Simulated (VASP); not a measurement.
## Be: relaxation of cell and atoms with PBE

Crystal: Be.

```xyz
1
Lattice="2.1523 0.0000 0.0000 -1.0762 1.8640 0.0000 0.0000 0.0000 2.0111" Properties=species:S:1:pos:R:3 pbc="T T T"
Be    0.0000    0.0000    0.0000
```

```
Program                : VASP 6.6.1
Task                   : relaxation of cell and atoms
Functional             : PBE
Potentials or basis    : VASP PAW PBE potentials, release 64 (Be)
Cutoff                 : 600 eV
k mesh                 : 9 × 9 × 8
Occupations            : gaussian, width 0.1 eV
Spin                   : no spin polarisation
Dipole correction      : no
Further INCAR settings : ALGO = Normal; EDIFF = 1e-06; IBRION = 2; EDIFFG = -0.04; NSW = 90; ISIF = 3
```

| Quantity | Value |
| --- | --- |
| Relaxed volume | 9.87 Å³/atom |
| Relaxed cell | a = 2.141 Å, b = 2.141 Å, c = 2.486 Å, α = 90.00°, β = 90.00°, γ = 120.00° |
| Space group after relaxing (to 0.05 Å) | P6/mmm (No. 191) |
| Energy gained by relaxing | 242.7 meV/atom |
| Ionic steps | 7 |
| Pressure after relaxing | 0.1 GPa |
| Band gap on the k mesh | zero (band 1 reaches 8.10 eV, above the bottom of band 2 at 0.64 eV) |

Stress tensor (GPa, compression positive):
```
-0.12  0.00  0.00
 0.00 -0.12  0.00
 0.00  0.00  0.61
```

Step by step:
```tsv
step	energy change (eV)	largest force (eV/Å)	pressure (GPa)	volume (Å³)
1	0.0000	0.0000	13.46	8.07
2	-0.1778	0.0000	6.07	8.84
3	-0.2361	0.0000	3.94	9.39
4	-0.2386	0.0000	3.61	9.59
5	-0.2387	0.0000	3.61	9.56
6	-0.2424	0.0000	-0.83	9.96
7	-0.2427	0.0000	0.13	9.87
```

Final structure:
```
Be
1.0
     2.14092    0.00000    0.00000
    -1.07046    1.85409    0.00000
     0.00000    0.00000    2.48614
Be
1
Direct
  0.00000 0.00000 0.00000
```

Levels at points of the mesh, in eV from the Fermi level:
```tsv
k point	band 1	band 2	band 3	band 4
(0.00, 0.00, 0.00)	-9.18	8.19	14.88	20.87
(0.00, 0.00, 0.50)	-4.74	-3.75	22.27	22.27
```

It took 9.2 s on 1 thread of Intel(R) Xeon(R) Platinum 8259CL CPU @ 2.50GHz (Skylake/Cascade Lake) (shared host), peak memory 0.11 GiB.

Caveat: the k points lie up to 0.38 Å⁻¹ apart in the final cell; the volume moved by over 15 % at a fixed basis, so the end points are rough.
